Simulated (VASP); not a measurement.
Runs of VASP 6.6.1 on TaN. The structure is that of space group P6/mmm (No. 191), or close to it. The cells are those of the table. 

```tsv
task	level	cell	cutoff (eV)	gap on the mesh (eV)	pressure (GPa)	moment (μB)
single point	PBEsol	a = 5.200, b = 5.200, c = 2.907 Å, angles 90.0, 90.0, 120.0°, 6 atoms	520	none	0.9	0.00
single point	PBEsol+D3(BJ)	a = 5.197, b = 5.197, c = 2.907 Å, angles 90.0, 90.0, 120.0°, 6 atoms	520	none	-5.0	0.00
relaxation of shape and atoms at fixed volume	PBEsol	relaxed from a = 5.180, b = 5.180, c = 2.913 Å, angles 90.0, 90.0, 120.0°, 6 atoms	600	none	2.5	0.00
single point	PBEsol	a = 5.212, b = 5.212, c = 2.909 Å, angles 90.0, 90.0, 120.0°, 6 atoms	520	none	(a)	0.00
```

Alike in all rows: potentials or basis VASP PAW PBE potentials, release 64 (Ta_pv, N); spin collinear; k mesh 6 × 6 × 8; smearing gaussian 0.05 eV.

Fill in the values left out.

(a) -0.7.

Caveats: the PAW data sets were made with another functional, which shifts forces and pressure a little; spin-orbit coupling is left out, which moves the levels of the heavy elements; the cell stands under tension (at least some runs).

A k mesh can miss the band edges, and the runs leave out spin-orbit coupling on Ta.

A gap of «none» marks levels without a gap at the run's occupations.
